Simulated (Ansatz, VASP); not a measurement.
## PtC in VASP and in Ansatz

```
CELL_PARAMETERS angstrom
3.22362 0.00000 0.00000
-1.61181 2.79174 0.00000
0.00000 0.00000 5.84643
ATOMIC_POSITIONS crystal
Pt 0.33333 0.66667 0.00954
Pt 0.66667 0.33333 0.50954
C 0.33333 0.66667 0.37256
C 0.66667 0.33333 0.87256
```

Alike in both runs: functional PBE; k mesh 18 × 18 × 8; occupations gaussian, width 0.1 eV; no spin polarisation.

Ansatz relaxed the structure, and its values are those at the end. VASP's run is a single point on that final structure, the one shown.

|  | VASP | Ansatz |
| --- | --- | --- |
| version | VASP 6.6.1 | Ansatz 0.2.0 |
| potentials or method | VASP PAW PBE potentials, release 64 (Pt, C), cutoff 520 eV | scalar-relativistic, plane waves, PAW |
| valence electrons in the cell | 28 | 44 |

VASP gave:

```
gap on the k mesh at the Fermi level (eV) : none
pressure (GPa)                            : 0.2
rms of the force components (eV/Å)        : 0.018
```

Question: Which values does Ansatz return?

Answer: gap on the k mesh at the Fermi level (eV): none; pressure (GPa): 0.0; rms of the force components (eV/Å): 0.000.

A gap of «none» marks a metal or a gap that the smearing closes. VASP's potentials hold 28 valence electrons a cell and Ansatz's 44, so a difference there can come from the potentials and not from the codes.

Neither program's run includes spin-orbit coupling.
